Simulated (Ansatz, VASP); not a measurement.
**One calculation of WS2, two programs**

Contents of INCAR:

```
PREC = Accurate ; ENCUT = 520
EDIFF = 1E-7 ; ISMEAR = 0
SIGMA = 0.05 ; LREAL = F
LASPH = T ; NELM = 80
ALGO = Normal ; ISIF = 2
LWAVE = F ; LCHARG = T
GGA = PE ; IVDW = 12
LELF = T ; LVHAR = T
NBANDS = 20
```

Contents of KPOINTS:

```
Automatic mesh
0
Gamma
  12 12 12
```

POSCAR

```
WS2
1.0
    1.7004969891      0.9817823944      5.2045161640
   -1.7004969891      0.9817823944      5.2045161640
    0.0000000000     -1.9635647888      5.2045161640
W S
1 2
Direct
    0.9993445368      0.9993445368      0.9993445368
    0.7527776226      0.7527776226      0.7527776226
    0.5791778407      0.5791778407      0.5791778407
```

Input for Ansatz:

```yaml
crystal:
  lattice:
    - [1.7004969891, 0.9817823944, 5.204516164]
    - [-1.7004969891, 0.9817823944, 5.204516164]
    - [0.0, -1.9635647888, 5.204516164]
  atoms:
    - { symbol: W, position: [0.9993445368, 0.9993445368, 0.9993445368] }
    - { symbol: S, position: [0.7527776226, 0.7527776226, 0.7527776226] }
    - { symbol: S, position: [0.5791778407, 0.5791778407, 0.5791778407] }
basis:
  ecutwfc: 420
kpoints:
  mp_grid: { grid: [12, 12, 12] }
hamiltonian:
  xc: pbe
  dispersion: d3bj
scf:
  occupations: { method: gaussian, width: 0.05 }
output:
  forces: true
  stress: true
  eigenvalues: true
```

Alike in both runs: task single point; functional PBE; dispersion D3(BJ); k mesh 12 × 12 × 12; occupations gaussian, width 0.05 eV; no spin polarisation.

|  | VASP | Ansatz |
| --- | --- | --- |
| version | VASP 6.6.1 | Ansatz 0.2.0 |
| potentials or method | VASP PAW PBE potentials, release 64 (W_sv, S), cutoff 520 eV | scalar-relativistic, plane waves, PAW |
| valence electrons in the cell | 26 | 26 |

VASP gave:

| Quantity | Value |
| --- | --- |
| gap on the k mesh at the Fermi level (eV) | none |
| pressure (GPa) | 2.4 |
| traceless stress, the component that is largest in VASP (GPa) | 23.29 |
| rms of the force components (eV/Å) | 1.124 |

Task: What did Ansatz give for the same quantities?

Result: gap on the k mesh at the Fermi level (eV): none; pressure (GPa): 2.4; traceless stress, the component that is largest in VASP (GPa): 23.29; rms of the force components (eV/Å): 1.127.

Atom by atom the forces differ by 0.003 eV/Å (rms over components). A gap of «none» marks a metal or a gap that the smearing closes.

Spin-orbit coupling is off throughout.
